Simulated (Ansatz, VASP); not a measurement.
One calculation of PbS, two programs

```
Pb S
1.0
     2.07995   -5.99130    0.00000
     2.07995    5.99130    0.00000
     0.00000    0.00000    4.27932
Pb S
2 2
Direct
  0.86944 0.13056 0.75000
  0.13056 0.86944 0.25000
  0.64520 0.35480 0.75000
  0.35480 0.64520 0.25000
```

Alike in both runs: task single point; functional PBEsol; k mesh 4 × 4 × 4; no spin polarisation.

```csv
,VASP,Ansatz
version,VASP 6.6.1,Ansatz 0.2.0
potentials or method,"VASP PAW PBE potentials, release 64 (Pb_d, S), cutoff 500 eV","plane waves, PAW"
occupations,"gaussian, width 0.01 eV",fixed
valence electrons in the cell,40,40
```

```tsv
	VASP	Ansatz	Ansatz less VASP
gap on the k mesh at the Fermi level (eV)	1.22	1.22	0.000
```

VASP's potentials were made for PBE, not for PBEsol.

Neither program's run includes spin-orbit coupling.
